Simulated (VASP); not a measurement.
Input of a VASP 6.6.1 run:

Contents of INCAR:

```
PREC = Accurate
ENCUT = 520
EDIFF = 1E-6
ISMEAR = 1
SIGMA = 0.15
LREAL = F
LASPH = T
NELM = 60
ALGO = Normal
ISIF = 2
LWAVE = F
LCHARG = T
GGA = CA
LELF = T
LVHAR = T
NBANDS = 28
```

Contents of KPOINTS:

```
Automatic mesh
0
Gamma
  7 7 7
```

File POSCAR:

```
LaPt3
1.0
    4.0745000000      0.0000000000      0.0000000000
    0.0000000000      4.0745000000      0.0000000000
    0.0000000000      0.0000000000      4.0745000000
La Pt
1 3
Direct
    0.0000000000      0.0000000000      0.0000000000
    0.0000000000      0.5000000000      0.5000000000
    0.5000000000      0.0000000000      0.5000000000
    0.5000000000      0.5000000000      0.0000000000
```

Potentials or basis: VASP PAW LDA potentials, release 64 (La, Pt).

Launch:

```sh
$ cat potpaw_LDA.64/La/POTCAR potpaw_LDA.64/Pt/POTCAR > POTCAR
$ mpirun -np 1 vasp_std > vasp.out
```

Q: Estimate the pressure.

A: 10.0 GPa.
